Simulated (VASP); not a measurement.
# Ga3As3N2 in VASP: notebook

Ga3As3N2 is run at these levels: PBE+D3(BJ); tasks: single point.

Program: VASP 6.6.1. These are calculated values, not measurements. Logs are shortened: lines on timing, memory, paths and dates and some standing lists are left out, and cuts for length are marked.

## (1) The cell of the first run

The cell holds a slab with vacuum, 8 atoms: a = 4.014 Å, b = 5.676 Å, c = 22.885 Å, α = 90.00°, β = 90.00°, γ = 90.00°.

## (2) Single point, PBE+D3(BJ)

Contents of INCAR:

```
SYSTEM = Ga3As3N2
PREC = Accurate ; ENCUT = 520
EDIFF = 1E-6 ; ISMEAR = 0
SIGMA = 0.05 ; LREAL = .False.
LASPH = .True. ; NELM = 120
ALGO = Normal ; ISIF = 2
LWAVE = .False. ; LCHARG = .False.
LDIPOL = .True. ; IDIPOL = 3
DIPOL = 0.5 0.5 0.331 ; GGA = PE
IVDW = 12 ; NBANDS = 57
GGA_COMPAT = .False. ; NELMDL = -8
```

Contents of KPOINTS:

```
Automatic mesh
0
Gamma
  7 5 1
  0 0 0
```

Contents of POSCAR:

```
Ga3As3N2
1.0
    4.0137031116      0.0000000000      0.0000000000
    0.0000000000      5.6762333758      0.0000000000
    0.0000000000      0.0000000000     22.8852699092
Ga As N
3 3 2
Direct
    0.5000000000      0.5000000000      0.1747849169
    0.0000000000      0.0653835254      0.2732733389
    0.5000000000      0.4894639615      0.3292030243
    0.0000000000      0.2500000000      0.1747849169
    0.5000000000      0.8102208702      0.2554204538
    0.0000000000      0.2887573197      0.3664046761
    0.0000000000      0.2887573197      0.5149718555
    0.0000000000      0.2887573197      0.5630377077
```

Potentials or basis: VASP PAW PBE potentials, release 64 (Ga_d, As_d, N).

On the command line:

```sh
cat potpaw_PBE.64/Ga_d/POTCAR potpaw_PBE.64/As_d/POTCAR potpaw_PBE.64/N/POTCAR > POTCAR
mpirun -np 1 vasp_std > vasp.out
```

OUTCAR:

```text
SYSTEM = Ga3As3N2
   PREC = Accurate
   ENCUT = 520
   EDIFF = 1E-6
   ISMEAR = 0
   LREAL = .False.
   LASPH = .True.
   NELM = 120
   ISIF = 2
   GGA = PE
   IVDW = 12
   NELMDL = -8
 IVDW          = 12

 ion  position               nearest neighbor table
   1  0.500  0.500  0.175-   4 2.46   4 2.46   5 2.55
   2  0.000  0.065  0.273-   6 2.48   4 2.49   5 2.51   5 2.51
   3  0.500  0.489  0.329-   6 2.46   6 2.46   5 2.48
   4  0.000  0.250  0.175-   1 2.46   1 2.46   2 2.49
   5  0.500  0.810  0.255-   3 2.48   2 2.51   2 2.51   1 2.55
   6  0.000  0.289  0.366-   3 2.46   3 2.46   2 2.48
   7  0.000  0.289  0.515-   8 1.10
   8  0.000  0.289  0.563-   7 1.10

  LATTYP: Found a simple orthorhombic cell.
 ALAT       =     4.0137031116
 B/A-ratio  =     1.4142135624
 C/A-ratio  =     5.7017844302

  Lattice vectors:

 A1 = (   4.0137031116,   0.0000000000,   0.0000000000)
 A2 = (   0.0000000000,   5.6762333758,   0.0000000000)
 A3 = (   0.0000000000,   0.0000000000,  22.8852699092)

Analysis of symmetry for initial positions (statically):
=====================================================================
 Subroutine PRICEL returns:
 Original cell was already a primitive cell.

 Routine SETGRP: Setting up the symmetry group for a
 simple orthorhombic supercell.

 Subroutine GETGRP returns: Found  2 space group operations
 (whereof  2 operations were pure point group operations)
 out of a pool of  8 trial point group operations.

The static configuration has the point symmetry C_1h.

Analysis of symmetry for dynamics (positions and initial velocities):
=====================================================================
 Subroutine PRICEL returns:
 Original cell was already a primitive cell.

 Routine SETGRP: Setting up the symmetry group for a
 simple orthorhombic supercell.

 Subroutine GETGRP returns: Found  2 space group operations
 (whereof  2 operations were pure point group operations)
 out of a pool of  8 trial point group operations.

The dynamic configuration has the point symmetry C_1h.

 Subroutine INISYM returns: Found  2 space group operations
 (whereof  2 operations are pure point group operations),
 and found     1 'primitive' translations

----------------------------------------------------------------------------------------

                                     Primitive cell

  volume of cell :     521.3886

  direct lattice vectors                    reciprocal lattice vectors
     4.013703112  0.000000000  0.000000000     0.249146479  0.000000000  0.000000000
     0.000000000  5.676233376  0.000000000     0.000000000  0.176173165  0.000000000
     0.000000000  0.000000000 22.885269909     0.000000000  0.000000000  0.043696229

  length of vectors
     4.013703112  5.676233376 22.885269909     0.249146479  0.176173165  0.043696229

  position of ions in fractional coordinates (direct lattice)
     0.500000000  0.500000000  0.174784917
     0.000000000  0.065383525  0.273273339
     0.500000000  0.489463962  0.329203024
     0.000000000  0.250000000  0.174784917
     0.500000000  0.810220870  0.255420454
     0.000000000  0.288757320  0.366404676
     0.000000000  0.288757320  0.514971856
     0.000000000  0.288757320  0.563037708

  ion indices of the primitive-cell ions
   primitive index   ion index
                 1           1
                 2           2
                 3           3
                 4           4
                 5           5
                 6           6
                 7           7
                 8           8

----------------------------------------------------------------------------------------

 KPOINTS: Automatic mesh

Automatic generation of k-mesh.
 Grid dimensions read from file:
 generate k-points for:    7    5    1

 Generating k-lattice:

  Cartesian coordinates                     Fractional coordinates (reciprocal lattice)
     0.035592354  0.000000000  0.000000000     0.142857143  0.000000000  0.000000000
     0.000000000  0.035234633  0.000000000     0.000000000  0.200000000  0.000000000
     0.000000000  0.000000000  0.043696229     0.000000000  0.000000000  1.000000000

  Length of vectors
     0.035592354  0.035234633  0.043696229

  Shift w.r.t. Gamma in fractional coordinates (k-lattice)
     0.000000000  0.000000000  0.000000000

 Subroutine IBZKPT returns following result:
 ===========================================

 Found     12 irreducible k-points:

 Following reciprocal coordinates:
            Coordinates               Weight
  0.000000  0.000000  0.000000      1.000000
  0.142857  0.000000  0.000000      2.000000
  0.285714  0.000000  0.000000      2.000000
  0.428571  0.000000  0.000000      2.000000
  0.000000  0.200000  0.000000      2.000000
  0.142857  0.200000  0.000000      4.000000
  0.285714  0.200000  0.000000      4.000000
  0.428571  0.200000  0.000000      4.000000
  0.000000  0.400000  0.000000      2.000000
  0.142857  0.400000  0.000000      4.000000
  0.285714  0.400000  0.000000      4.000000
  0.428571  0.400000  0.000000      4.000000
   k-points           NKPTS =     12   k-points in BZ     NKDIM =     12   number of bands    NBANDS=     57
   number of dos      NEDOS =    301   number of ions     NIONS =      8
   total plane-waves  NPLWV = 226800
   dimension x,y,z NGX =    30 NGY =   42 NGZ =  180
   dimension x,y,z NGXF=    60 NGYF=   84 NGZF=  360
   ions per type =               3   3   2
   NGX,Y,Z   is equivalent  to a cutoff of  12.43, 12.30, 13.08 a.u.
   NGXF,Y,Z  is equivalent  to a cutoff of  24.85, 24.60, 26.15 a.u.
 SYSTEM =  Ga3As3N2
   PREC   = accura    normal or accurate (medium, high low for compatibility)
   ISTART =      0    job   : 0-new  1-cont  2-samecut
   ICHARG =      2    charge: 1-file 2-atom 10-const
   ISPIN  =      1    spin polarized calculation?
   LNONCOLLINEAR =      F non collinear calculations
   LSORBIT =      F    spin-orbit coupling
   LASPH  =      T    aspherical Exc in radial PAW
   ENCUT  =  520.0 eV  38.22 Ry    6.18 a.u.   7.46 10.55 42.55*2*pi/ulx,y,z
   NELM   =    120;   NELMIN=  2; NELMDL= -8     # of ELM steps
   EDIFF  = 0.1E-05   stopping-criterion for ELM
   LREAL  =      F    real-space projection
   EDIFFG = 0.1E-04   stopping-criterion for IOM
   NSW    =      0    number of steps for IOM
   IBRION =     -1    ionic relax: 0-MD 1-quasi-New 2-CG
   NFREE  =      0    steps in history (QN), initial steepest desc. (CG)
   ISIF   =      2    stress and relaxation
   ISYM   =      2    0-nonsym 1-usesym 2-fastsym
   POTIM  = 0.5000    time-step for ionic-motion
   TEBEG  =    0.0;   TEEND  =   0.0 temperature during run
   PSTRESS=    0.0 pullay stress
   NELECT =      94.0000    total number of electrons
   NUPDOWN=      -1.0000    fix difference up-down
   EMIN   =  10.00;   EMAX   =-10.00  energy-range for DOS
   EFERMI =   0.00;   METHOD = LEGACY
   ISMEAR =     0;   SIGMA  =   0.05  broadening in eV -4-tet -1-fermi 0-gaus
   EFERMI_NEDOS =   21; number of points for ismear=-14 and -15
   IALGO  =     38    algorithm
   IMIX   =      4    mixing-type and parameters
     AMIX     =   0.40;   BMIX     =  1.00
     AMIX_MAG =   1.60;   BMIX_MAG =  1.00
  volume/ion in A,a.u.               =      65.17       439.81
  Fermi-wavevector in a.u.,A,eV,Ry     =   0.924834  1.747682 11.637297  0.855317
  Thomas-Fermi vector in A             =   2.050622
   LORBIT       =      0    0 simple, 1 ext, 2 COOP (PROOUT), +10 PAW based schemes
   GGA     = PE    functional components
   LHFCALC =     F    Hartree Fock is set to
   AEXX    =    0.0000 exact exchange contribution
   IVDW    =    12    specifies the selected vdW correction
   LEPSILON=     F    determine dielectric tensor
   LRPA    =     F    only Hartree local field effects (RPA)
 non-spin polarized calculation
 Gauss-broadening in eV      SIGMA  =   0.05
  energy-cutoff  :      520.00
  volume of cell :      521.39
 maximum number of plane-waves:     14091
 NGX is ok and might be reduce to    30
   NGX = 15   NGY = 21   NGZ = 85

 dipolmoment           0.000000      0.000000     -0.005075 electrons x Angstroem

 number of electron      93.9999953 magnetization

 dipolmoment           0.000000      0.000000      0.014131 electrons x Angstroem

 Free energy of the ion-electron system (eV)
  ---------------------------------------------------
  ext. energy  EPLUGINS =         0.00000000
  ---------------------------------------------------
  free energy    TOTEN  =       -39.38709642 eV

  energy without entropy =      -39.38709642  energy(sigma->0) =      -39.38709642

 E-fermi :  -2.1468     XC(G=0):  -3.9424

 val. band max:       -2.3453452277   @ k =   0.0000   0.0000   0.0000
 cond. band min:      -1.9439866583   @ k =   0.4286   0.0000   0.0000
 fundamental gap:      0.4013585695
 Fermi energy:        -2.1467842927

 k-point     1 :       0.0000    0.0000    0.0000
  band No.  band energies     occupation
      1     -37.5753      2.00000
      2     -37.5639      2.00000
      3     -37.5592      2.00000
      4     -37.5453      2.00000
      5     -37.5438      2.00000
      6     -37.1515      2.00000
[... 49 lines left out ...]
     56       1.9087      0.00000
     57       2.1074      0.00000

 k-point     2 :       0.1429    0.0000    0.0000
  band No.  band energies     occupation
      1     -37.5753      2.00000
      2     -37.5639      2.00000
      3     -37.5592      2.00000
      4     -37.5450      2.00000
      5     -37.5439      2.00000
      6     -37.1513      2.00000
[... 49 lines left out ...]
     56       1.7524      0.00000
     57       2.1226      0.00000

 k-point     3 :       0.2857    0.0000    0.0000
  band No.  band energies     occupation
      1     -37.5752      2.00000
      2     -37.5639      2.00000
      3     -37.5594      2.00000
      4     -37.5446      2.00000
      5     -37.5440      2.00000
      6     -37.1509      2.00000
[... 474 lines left out ...]
      1     -37.5752      2.00000
      2     -37.5639      2.00000
      3     -37.5594      2.00000
      4     -37.5446      2.00000
      5     -37.5440      2.00000
      6     -37.1509      2.00000
[... 49 lines left out ...]
     56       2.6591      0.00000
     57       2.8887      0.00000

 k-point    12 :       0.4286    0.4000    0.0000
  band No.  band energies     occupation
      1     -37.5751      2.00000
      2     -37.5638      2.00000
      3     -37.5595      2.00000
      4     -37.5442      2.00000
      5     -37.5441      2.00000
      6     -37.1505      2.00000
[... 49 lines left out ...]
     56       2.6570      0.00000
     57       3.0156      0.00000

------------------------ aborting loop because EDIFF is reached ----------------------------------------

 vacuum level on the upper side and lower side of the slab       (xc-potential included)        -0.080        -0.184

 Edisp (eV)   -1.25980

 E8    (eV) :    -0.5721

  FORCE on cell =-STRESS in cart. coord.  units (eV):
  Direction    XX          YY          ZZ          XY          YZ          ZX
  --------------------------------------------------------------------------------------
  -------------------------------------------------------------------------------------
  Total      -2.23192    -2.76421     2.91624     0.00000    -0.01164     0.00000
  in kB      -6.85848    -8.49415     8.96131     0.00000    -0.03577     0.00000
  external pressure =       -2.13 kB  Pullay stress =        0.00 kB

 VOLUME and BASIS-vectors are now :
 -----------------------------------------------------------------------------
  energy-cutoff  :      520.00
  volume of cell :      521.39
      direct lattice vectors                 reciprocal lattice vectors
     4.013703112  0.000000000  0.000000000     0.249146479  0.000000000  0.000000000
     0.000000000  5.676233376  0.000000000     0.000000000  0.176173165  0.000000000
     0.000000000  0.000000000 22.885269909     0.000000000  0.000000000  0.043696229

 POSITION                                       TOTAL-FORCE (eV/Angst)
 -----------------------------------------------------------------------------------
      2.00685      2.83812      4.00000         0.000000     -0.332732      1.033445
      0.00000      0.37113      6.25393         0.000000      0.017545      0.001573
      2.00685      2.77831      7.53390         0.000000     -0.010939     -0.019791
      0.00000      1.41906      4.00000         0.000000      0.330596     -1.070356
      2.00685      4.59900      5.84537         0.000000      0.008962     -0.002726
      0.00000      1.63905      8.38527         0.000000     -0.025698     -0.079902
      0.00000      1.63905     11.78527         0.000000      0.022909     -2.012031
      0.00000      1.63905     12.88527         0.000000     -0.010643      2.149787
 -----------------------------------------------------------------------------------
    total drift:                                0.000000      0.002913     -0.002207

  FREE ENERGIE OF THE ION-ELECTRON SYSTEM (eV)
  ---------------------------------------------------
  free  energy   TOTEN  =       -40.6468952310 eV

  energy  without entropy=      -40.6468952307  energy(sigma->0) =      -40.64689523

 vacuum level on the upper side and lower side of the slab         2.316         2.206
```

Run time: 6.6 min. Hardware: 1 thread of Intel Xeon Platinum 8559C (Emerald Rapids), shared host; peak memory 0.7 GiB.

What came out:

```
Free energy                : -40.6469 eV
Largest force              : 2.150 eV/Å
Band gap on the k mesh     : 0.40 eV (least direct gap 0.75 eV)
Dispersion energy per atom : -0.157 eV
```

Forces on the atoms (eV/Å):
```
Ga   0.000 -0.333  1.033
Ga   0.000  0.018  0.002
Ga   0.000 -0.011 -0.020
As   0.000  0.331 -1.070
As   0.000  0.009 -0.003
As   0.000 -0.026 -0.080
N    0.000  0.023 -2.012
N    0.000 -0.011  2.150
```

Levels at points of the mesh, in eV from the valence-band top:
```
           k point  band 43  band 44  band 45  band 46  band 47  band 48  band 49  band 50  band 51  band 52
(0.00, 0.00, 0.00)    -1.97    -1.32    -0.89    -0.83     0.00     0.75     1.62     2.30     2.56     2.85
```

Caveat: the standard files for N, O and F lose accuracy on very short bonds.

(Part 1 of 2 ends here.)
